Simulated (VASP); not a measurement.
Set up this calculation in VASP 6.6.1, as the native input.

* Task: single point
* Functional: PBE
* Potentials or basis: VASP PAW PBE potentials, release 64 (Ti_sv, C)
* Cutoff: 520 eV
* k mesh: 9 × 9 × 1
* Occupations: gaussian, width 0.1 eV
* Spin: no spin polarisation
* Dipole correction: yes
* Further INCAR settings: ALGO = Normal; EDIFF = 1e-07; NBANDS = 28

The structure of Ti3C lies in POSCAR:

```
Ti3C
1.0
    2.9075446952      0.0000000000      0.0000000000
    0.0000000000      2.9075446952      0.0000000000
    0.0000000000      0.0000000000     19.3059824261
Ti C
3 1
Direct
    0.5000000000      0.5000000000      0.2071896634
    0.0000000000      0.0000000000      0.3057583540
    0.5000000000      0.5000000000      0.4043297178
    0.8333333333      0.8333333333      0.4558893692
```

The input as run:

INCAR

```
ALGO     = Normal         # electronic algorithm
DIPOL    = 0.5 0.5 0.343
EDIFF    = 1E-7           # SCF threshold, eV
ENCUT    = 520            # plane-wave cutoff, eV
GGA      = PE             # functional
IDIPOL   = 3            
ISIF     = 2              # what is computed and relaxed
ISMEAR   = 0              # smearing method
LASPH    = T              # aspherical terms in the spheres
LCHARG   = F              # write CHGCAR
LDIPOL   = T            
LREAL    = F              # projectors in reciprocal space
LWAVE    = F              # write WAVECAR
NBANDS   = 28             # bands
NELM     = 100            # most SCF steps
PREC     = Accurate       # precision mode
SIGMA    = 0.1            # smearing width, eV
```

KPOINTS

```
k-points
0
Gamma
  9 9 1
```

Potentials or basis: VASP PAW PBE potentials, release 64 (Ti_sv, C).

The run is started by

```console
$ cat potpaw_PBE.64/Ti_sv/POTCAR potpaw_PBE.64/C/POTCAR > POTCAR
$ mpirun -np 1 vasp_std > vasp.out
```

It gave:

| Quantity | Value |
| --- | --- |
| Largest force | 4.911 eV/Å |
| Band gap on the k mesh | zero (bands 20 and 21 overlap by 0.18 eV) |

It took 2 min on 1 thread of Intel(R) Xeon(R) Platinum 8559C (Emerald Rapids), on a shared host, peak memory 0.32 GiB.
